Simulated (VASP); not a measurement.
Runs of VASP 6.6.1 on TaOs3. Symmetry: P-6m2, No. 187, hexagonal system. Conventional cell: a = 2.788 Å, b = 2.788 Å, c = 9.087 Å, α = 90.00°, β = 90.00°, γ = 120.00°. Ta (site symmetry -6m2) has 6 Ta at 2.79 Å and 6 Os at 2.89 Å within 3.7 Å. Os (site symmetry -6m2) has 12 Os at 2.68 to 2.79 Å within 3.5 Å. Os (site symmetry 3m) has 9 Os at 2.68 to 2.79 Å and 3 Ta at 2.89 Å within 3.5 Å. 

```tsv
smearing	gap on the mesh (eV)	pressure (GPa)	largest force (eV/Å)
methfessel-paxton 0.3 eV	none	-15.8	(a)
methfessel-paxton 0.2 eV	none	-15.8	0.27
methfessel-paxton 0.05 eV	none	-15.9	0.21
methfessel-paxton 0.1 eV	none	-15.9	0.22
```

Alike in all rows: task single point; level LDA; potentials or basis VASP PAW LDA potentials, release 64 (Ta_pv, Os); no spin polarisation; cell as given; k mesh 9 × 9 × 3; cutoff (eV) 520.

Question: Estimate the missing entries.

Answer: (a) 0.28.

Caveats: spin-orbit coupling is left out, which moves the levels of the heavy elements.

A k mesh can miss the band edges, and the runs leave out spin-orbit coupling on Os, Ta.

A gap of «none» marks levels without a gap at the run's occupations.
